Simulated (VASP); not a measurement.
A run of VASP 6.6.1:

INCAR

```
PREC = Accurate
ENCUT = 520
EDIFF = 1E-6
ISMEAR = 0
SIGMA = 0.15
LREAL = F
LASPH = T
NELM = 80
ALGO = Fast
ISIF = 2
LWAVE = F
LCHARG = F
GGA = PS
NBANDS = 16
```

The input KPOINTS:

```
regular mesh
0
Gamma
  20 20 12
```

File POSCAR:

```
TaRe
1.0
    1.5464143560     -2.2177273524      0.0000000000
    1.5464143560      2.2177273524      0.0000000000
    0.0000000000      0.0000000000      4.7356358534
Ta Re
1 1
Direct
    0.5000000000      0.5000000000      0.5000000000
    0.0000000000      0.0000000000      0.0000000000
```

Potentials or basis: VASP PAW PBE potentials, release 64 (Ta_pv, Re).

Run with:

```sh
$ cat potpaw_PBE.64/Ta_pv/POTCAR potpaw_PBE.64/Re/POTCAR > POTCAR
$ mpirun -np 1 vasp_std > vasp.out
```

Hardware: 1 thread of Intel Xeon 8259CL, on a shared host.

Task: How long does it take, and how much memory?

Result: It took 10 min on 1 thread of Intel Xeon 8259CL, on a shared host, peak memory 0.52 GiB. Counts: scf iterations 15, k points 777.
